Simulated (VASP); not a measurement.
Ti8HO16 (a cell with a defect): single point with PBE

The system is Ti8HO16 (a cell with a defect).

```xyz
25
Lattice="-4.5922 -4.5922 0.0000 4.5922 -4.5922 0.0000 0.0000 0.0000 5.9148" Properties=species:S:1:pos:R:3 pbc="T T T"
Ti    0.0971   -4.6352    0.0287
Ti    2.2651   -2.2713    1.5177
Ti   -0.0174   -4.5894    2.9861
Ti    2.2657   -2.2704    4.4556
Ti   -0.2151    0.0048    0.0287
Ti   -2.2422   -2.2843    1.5714
Ti    0.0958   -0.0047    2.9862
Ti   -2.2432   -2.2857    4.4024
O     1.4538   -3.2517    0.0287
O     0.8316   -0.9466    1.5033
O    -1.4912   -5.8619    0.0297
O     3.7368   -3.6278    1.5067
O     1.4365   -3.2502    2.9871
O     0.8320   -0.9460    4.4700
O    -1.4351   -5.9422    2.9861
O     3.7377   -3.6267    4.4668
O    -3.0428   -3.4570    0.0300
O     0.8858   -5.5993    1.4892
O    -1.4539   -1.3827    0.0289
O    -0.8411   -3.6596    1.5098
O    -3.1337   -3.2484    2.9861
O     0.8851   -5.6002    4.4838
O    -1.4129   -1.3421    2.9874
O    -0.8418   -3.6604    4.4631
H    -2.4502   -4.2582    0.0313
```

- Program: VASP 6.6.1
- Task: single point
- Functional: PBE
- Potentials or basis: VASP PAW PBE potentials, release 64 (Ti_sv, O, H)
- Cutoff: 520 eV
- k mesh: 2 × 2 × 2
- Occupations: fermi-dirac, width 0.02 eV
- Spin: collinear spin
- Starting moments: [0.0, 0.0, 0.0, 0.0, 0.0, 0.0, 0.0, 0.0, 0.0, 0.0, 0.0, 0.0, 0.0, 0.0, 0.0, 0.0, 0.0, 0.0, 0.0, 0.0, 0.0, 0.0, 0.0, 0.0, 1.0] μB
- Dipole correction: no
- Further INCAR settings: LREAL = Auto; ALGO = Normal; EDIFF = 1e-06; NBANDS = 118

The pressure is 8.7 GPa and the largest force is 0.103 eV/Å. The net moment is 0.52 μB per cell, the site moments are Ti +0.12, +0.10, +0.14, +0.02, +0.01, +0.03 (each value once); O -0.01, -0.00 (each value once); H +0.00 μB and the valence electrons inside the program's atomic spheres are Ti 10.27, 10.24, 10.23, 10.33, 10.30 (each value once); O 5.08, 5.07, 5.17, 5.11, 5.10, 5.09 (each value once); H 0.70.

Forces in eV/Å, atoms in the order of the input:
```
Ti  -0.027  0.004  0.007
Ti   0.022  0.009 -0.014
Ti   0.019 -0.008 -0.007
Ti   0.025  0.009  0.019
Ti   0.035 -0.008 -0.005
Ti  -0.048 -0.008 -0.031
Ti  -0.034  0.010  0.010
Ti  -0.049 -0.005  0.024
O   -0.016 -0.027  0.001
O   -0.001 -0.007 -0.007
O    0.023  0.022  0.000
O   -0.009  0.017  0.021
O   -0.027 -0.031 -0.004
O    0.001 -0.004  0.006
O    0.025  0.023  0.000
O   -0.008  0.018 -0.027
O   -0.069  0.025  0.004
O    0.004 -0.016  0.033
O    0.017  0.052  0.001
O   -0.008  0.010 -0.020
O   -0.016 -0.051 -0.001
O    0.006 -0.017 -0.030
O    0.089  0.052  0.000
O   -0.008  0.010  0.021
H    0.053 -0.079 -0.002
```

Stress tensor (GPa, compression positive):
```
10.84  2.47  0.01
 2.47  6.99  0.01
 0.01  0.01  8.14
```

Levels at points of the mesh, in eV from the Fermi level:
Spin up:
| k point | band 92 | band 93 | band 94 | band 95 | band 96 | band 97 | band 98 | band 99 | band 100 | band 101 |
| --- | --- | --- | --- | --- | --- | --- | --- | --- | --- | --- |
| (0.00, 0.00, 0.00) | -2.75 | -2.69 | -2.64 | -2.51 | -2.15 | -0.08 | -0.05 | 0.00 | 0.17 | 0.48 |
| (0.50, 0.00, 0.00) | -3.18 | -3.11 | -3.10 | -2.66 | -2.44 | -0.06 | 0.04 | 0.17 | 0.24 | 0.58 |
| (0.00, 0.50, 0.00) | -3.16 | -3.07 | -3.02 | -2.60 | -2.52 | -0.02 | 0.01 | 0.21 | 0.26 | 0.43 |
| (0.50, 0.50, 0.00) | -3.04 | -2.96 | -2.91 | -2.70 | -2.64 | -0.02 | -0.01 | 0.02 | 0.11 | 0.47 |
| (0.00, 0.00, 0.50) | -3.38 | -3.34 | -3.30 | -2.81 | -2.55 | 0.34 | 0.39 | 0.41 | 0.58 | 0.61 |
| (0.50, 0.00, 0.50) | -3.14 | -3.10 | -2.71 | -2.68 | -2.64 | 0.23 | 0.32 | 0.36 | 0.45 | 0.67 |
| (0.00, 0.50, 0.50) | -3.15 | -2.91 | -2.78 | -2.71 | -2.60 | 0.29 | 0.35 | 0.35 | 0.37 | 0.51 |
| (0.50, 0.50, 0.50) | -2.90 | -2.86 | -2.83 | -2.80 | -2.75 | 0.35 | 0.54 | 0.58 | 0.64 | 0.67 |
Spin down:
| k point | band 94 | band 95 | band 96 | band 97 | band 98 | band 99 |
| --- | --- | --- | --- | --- | --- | --- |
| (0.00, 0.00, 0.00) | -2.64 | -2.52 | -2.15 | -0.04 | 0.11 | 0.15 |
| (0.50, 0.00, 0.00) | -3.10 | -2.66 | -2.44 | 0.09 | 0.15 | 0.22 |
| (0.00, 0.50, 0.00) | -3.02 | -2.61 | -2.52 | -0.02 | 0.18 | 0.27 |
| (0.50, 0.50, 0.00) | -2.92 | -2.70 | -2.65 | 0.03 | 0.04 | 0.11 |
| (0.00, 0.00, 0.50) | -3.31 | -2.81 | -2.56 | 0.37 | 0.42 | 0.45 |
| (0.50, 0.00, 0.50) | -2.72 | -2.69 | -2.64 | 0.29 | 0.36 | 0.44 |
| (0.00, 0.50, 0.50) | -2.78 | -2.72 | -2.61 | 0.35 | 0.36 | 0.40 |
| (0.50, 0.50, 0.50) | -2.84 | -2.80 | -2.75 | 0.42 | 0.59 | 0.63 |

Run time: 31 min on 1 thread of Oxide Virtual Turin-like Processor, with other jobs on the host, peak memory 0.55 GiB.

Caveat: the k points lie up to 0.53 Å⁻¹ apart; semilocal functionals often make such compounds metallic where correlation or magnetic order opens a gap, which also shifts bond lengths.
